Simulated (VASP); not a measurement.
A run of VASP 6.6.1 is set up as follows.

File POSCAR:

```
SnS2
1.0
    3.6607574677      0.0000000000      0.0000000000
   -1.8303787338      3.1703089641      0.0000000000
    0.0000000000      0.0000000000      5.9618049167
Sn S
1 2
Direct
    0.0000000000      0.0000000000      0.0000000000
    0.3333333333      0.6666666667      0.2455903392
    0.6666666667      0.3333333333      0.7544096608
```

INCAR.step1

```
PREC = Accurate
ENCUT = 400
EDIFF = 1E-5
ISMEAR = 0
SIGMA = 0.01
LREAL = False
LASPH = True
NELM = 120
ALGO = Normal
ISIF = 2
LWAVE = True
LCHARG = False
GGA = PE
NBANDS = 20
GGA_COMPAT = False
KPAR = 4
```

The input INCAR.step2:

```
PREC = Accurate
ENCUT = 400
EDIFF = 1E-6
ISMEAR = 0
SIGMA = 0.01
LREAL = False
LASPH = True
NELM = 120
ALGO = Normal
ISIF = 2
LWAVE = False
LCHARG = False
GGA = PE
LHFCALC = True
HFSCREEN = 0.2079
PRECFOCK = Normal
ISTART = 1
NBANDS = 20
GGA_COMPAT = False
KPAR = 4
```

KPOINTS

```
Automatic mesh
0
Gamma
  6 6 4
```

Potentials or basis: VASP PAW PBE potentials, release 64 (Sn_d, S).

Launch:

```console
$ cat potpaw_PBE.64/Sn_d/POTCAR potpaw_PBE.64/S/POTCAR > POTCAR
$ cp INCAR.step1 INCAR
$ mpirun -np 4 vasp_std > vasp.out
$ cp INCAR.step2 INCAR
$ mpirun -np 4 vasp_std > vasp.out
```

Question: What does it give for the band gap on the k mesh?

Answer: 2.40 eV (least direct gap 2.76 eV).

Question: Predict the largest force.

Answer: 0.273 eV/Å.

Forces in eV/Å, atoms in the order of the input:
```
Sn   0.000  0.000  0.000
S    0.000  0.000 -0.273
S    0.000  0.000  0.273
```

Caveat: the PAW data sets were made with another functional, which shifts forces and pressure a little; spin-orbit coupling is left out, which moves the levels of the heavy elements. A k mesh can miss the band edges.
